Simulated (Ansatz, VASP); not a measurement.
Two plane-wave programs on Ta2N

INCAR

```
ALGO = Normal
EDIFF = 1E-7
ENCUT = 520
GGA = PE
ISIF = 2
ISMEAR = 0
LASPH = True
LCHARG = True
LELF = True
LREAL = False
LVHAR = True
LWAVE = False
NBANDS = 20
NELM = 60
PREC = Accurate
SIGMA = 0.1
```

File KPOINTS:

```
k-points
0
Gamma
  14 14 8
```

POSCAR

```
Ta2N
1.0
    3.1033050211     -0.0311286151      0.0058521796
   -1.5786106820      2.6719686035     -0.0058645305
    0.0091553011     -0.0053081267      4.8532348422
Ta N
2 1
Direct
    0.6637770776      0.3289275708      0.7516065223
    0.3289275708      0.6637770776      0.2483934777
    0.0072953516      0.0072953516      0.0000000000
```

Input for Ansatz:

```yaml
crystal:
  lattice:
    - [3.1033050211, -0.0311286151, 0.0058521796]
    - [-1.578610682, 2.6719686035, -0.0058645305]
    - [0.0091553011, -0.0053081267, 4.8532348422]
  atoms:
    - { symbol: Ta, position: [0.6637770776, 0.3289275708, 0.7516065223] }
    - { symbol: Ta, position: [0.3289275708, 0.6637770776, 0.2483934777] }
    - { symbol: "N", position: [0.0072953516, 0.0072953516, 0.0] }
basis:
  ecutwfc: 420
kpoints:
  mp_grid: { grid: [14, 14, 8] }
hamiltonian:
  xc: pbe
scf:
  occupations: { method: gaussian, width: 0.1 }
output:
  forces: true
  stress: true
  eigenvalues: true
```

Alike in both runs: task single point; functional PBE; k mesh 14 × 14 × 8; occupations gaussian, width 0.1 eV; no spin polarisation.

|  | VASP | Ansatz |
| --- | --- | --- |
| version | VASP 6.6.1 | Ansatz 0.2.0 |
| potentials or method | VASP PAW PBE potentials, release 64 (Ta_pv, N), cutoff 520 eV | scalar-relativistic, plane waves, PAW |
| valence electrons in the cell | 27 | 31 |

```csv
,VASP,Ansatz,Ansatz less VASP
gap on the k mesh at the Fermi level (eV),none,none,-
pressure (GPa),7.4,6.9,-0.53
"traceless stress, the component that is largest in VASP (GPa)",3.53,3.52,-0.005
rms of the force components (eV/Å),0.521,0.499,-0.0220
```

Atom by atom the forces differ by 0.024 eV/Å (rms over components). A gap of «none» marks a metal or a gap that the smearing closes. With one functional, cell and mesh, what is left measures potentials, basis and numerics. VASP's potentials hold 27 valence electrons a cell and Ansatz's 31, so a difference there can come from the potentials and not from the codes. Ansatz's warnings: near symmetry operations not taken.

Spin-orbit coupling is off throughout.
